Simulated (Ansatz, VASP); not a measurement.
**Be3Zn2Se5: VASP beside Ansatz**

```xyz
10
Lattice="-1.9031 9.5900 2.6942 1.9031 -9.5900 2.6942 1.9031 9.5900 -2.6942" Properties=species:S:1:pos:R:3 pbc="T T T"
Be    1.9031    1.7763    2.6812
Be    0.0000    0.0000    5.3541
Be    1.9031   -1.7763    2.6812
Zn    0.0000   15.4283    0.0005
Zn    0.0000    3.7517    0.0005
Se    1.9031    3.6785    1.5133
Se    1.9031    7.8340    1.2514
Se    0.0000    1.7560    3.9457
Se    1.9031   -3.6785    1.5133
Se    1.9031    0.0000    1.2657
```

Alike in both runs: task single point; functional PBE; k mesh 6 × 6 × 6; occupations gaussian, width 0.1 eV; no spin polarisation.

|  | VASP | Ansatz |
| --- | --- | --- |
| version | VASP 6.6.1 | Ansatz 0.2.0 |
| potentials or method | VASP PAW PBE potentials, release 64 (Be, Zn, Se), cutoff 520 eV | scalar-relativistic, plane waves, PAW |
| valence electrons in the cell | 60 | 110 |

|  | VASP | Ansatz | Ansatz less VASP |
| --- | --- | --- | --- |
| gap on the k mesh at the Fermi level (eV) | 2.37 | 2.38 | +0.009 |
| least direct gap on the mesh (eV) | 2.37 | 2.38 | +0.009 |
| pressure (GPa) | 0.2 | 0.0 | -0.21 |
| rms of the force components (eV/Å) | 0.004 | 0.001 | -0.0037 |

Atom by atom the forces differ by 0.004 eV/Å (rms over components). VASP's potentials hold 60 valence electrons a cell and Ansatz's 110, so a difference there can come from the potentials and not from the codes.
